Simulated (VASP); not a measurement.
Si, 2 atoms in the cell. The structure is tetragonal, space group I4_1/amd (No. 141). The conventional cell has a = 4.805 Å, b = 4.805 Å, c = 2.694 Å, α = 90.00°, β = 90.00°, γ = 90.00°. Si (site symmetry -4m2) has 10 Si at 2.50 to 3.14 Å within 3.3 Å. 

* Program: VASP 6.6.1
* Task: single point
* Functional: PBE0
* Potentials or basis: VASP PAW PBE potentials, release 64 (Si)
* Cutoff: 520 eV
* k mesh: 6 × 6 × 6
* Occupations: fermi-dirac, width 0.05 eV
* Spin: no spin polarisation
* Dipole correction: no
* Grid for exact exchange (PRECFOCK): Normal
* Further INCAR settings: ALGO = Normal; EDIFF = 1e-07; NBANDS = 11
* Share of exact exchange: 0.25

Potentials or basis: VASP PAW PBE potentials, release 64 (Si).

Run with:

```bash
$ cat potpaw_PBE.64/Si/POTCAR > POTCAR
$ cp INCAR.step1 INCAR
$ mpirun -np 1 vasp_std > vasp.out
$ cp INCAR.step2 INCAR
$ mpirun -np 1 vasp_std > vasp.out
```

Hardware: 1 thread of Intel Xeon 8259CL (shared host).

Q: Estimate the wall time of this run.

A: Wall time 46 min on 1 thread of Intel Xeon 8259CL, with other jobs on the host, peak memory 0.17 GiB. Counts: k points 30.
